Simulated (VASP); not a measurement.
## Pd: single point with PBE

Crystal: Pd.

```
Pd
1.0
     0.00000    1.95000    1.95000
     1.95000    0.00000    1.95000
     1.95000    1.95000    0.00000
Pd
1
Cartesian
  0.0000 0.0000 0.0000
```

- Program: VASP 6.6.1
- Task: single point
- Functional: PBE
- Potentials or basis: VASP PAW PBE potentials, release 64 (Pd)
- Cutoff: 500 eV
- k mesh: 5 × 5 × 5
- Occupations: fermi-dirac, width 0.1 eV
- Spin: no spin polarisation

- Pressure: 8.6 GPa
- Band gap on the k mesh: zero (band 5 reaches 9.72 eV, above the bottom of band 6 at 8.48 eV)

Levels at points of the mesh, in eV from the Fermi level:
```
           k point  band 1  band 2  band 3  band 4  band 5  band 6  band 7  band 8  band 9  band 10
(0.00, 0.00, 0.00)   -7.12   -2.81   -2.81   -2.81   -1.22   -1.22   17.17   21.91   21.91    21.91
```

Run time: 1.6 s on 1 thread of Intel(R) Xeon(R) 6975P-C (Granite Rapids) (shared host), peak memory 0.11 GiB.

Caveat: the k points lie up to 0.56 Å⁻¹ apart.
